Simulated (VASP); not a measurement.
**Al: single point with PBE**

Al:

```
Al
1.0
    -6.06219    6.06219    0.00000
     0.00000    6.06219   -6.06219
    -6.06219    0.00000   -6.06219
Al
27
Direct
  0.00000 0.66667 0.66667
  0.00000 0.33333 0.66667
  0.00000 0.66667 0.33333
  0.00000 0.00000 0.66667
  0.00000 0.33333 0.33333
  0.00000 0.66667 0.00000
  0.00000 0.00000 0.33333
  0.00000 0.33333 0.00000
  0.00000 0.00000 0.00000
  0.33333 0.66667 0.66667
  0.33333 0.33333 0.66667
  0.33333 0.66667 0.33333
  0.33333 0.00000 0.66667
  0.33333 0.33333 0.33333
  0.33333 0.66667 0.00000
  0.33333 0.00000 0.33333
  0.33333 0.33333 0.00000
  0.33333 0.00000 0.00000
  0.66667 0.66667 0.66667
  0.66667 0.33333 0.66667
  0.66667 0.66667 0.33333
  0.66667 0.00000 0.66667
  0.66667 0.33333 0.33333
  0.66667 0.66667 0.00000
  0.66667 0.00000 0.33333
  0.66667 0.33333 0.00000
  0.66667 0.00000 0.00000
```

| Item | Value |
| --- | --- |
| Program | VASP 6.6.1 |
| Task | single point |
| Functional | PBE |
| Potentials or basis | VASP PAW PBE potentials, release 64 (Al) |
| Cutoff | 520 eV |
| k mesh | 4 × 4 × 4 |
| Occupations | gaussian, width 0.1 eV |
| Spin | no spin polarisation |

```json
{
 "Pressure": "0.1 GPa"
}
```

Levels at points of the mesh, in eV from the Fermi level:
```
           k point  band 37  band 38  band 39  band 40  band 41  band 42  band 43  band 44
(0.00, 0.00, 0.00)    -0.95    -0.95    -0.95     0.52     0.52     0.52     0.52     0.52
(0.50, 0.00, 0.00)    -0.57    -0.57    -0.57    -0.57     1.16     1.16     1.16     1.16
(0.50, 0.50, 0.00)    -0.52    -0.52    -0.52    -0.52     0.91     0.91     0.91     0.91
```

Run time: 2.9 min on 1 thread of AMD EPYC 9R45 96-Core Processor (Zen 5), with other jobs on the host, peak memory 0.56 GiB.
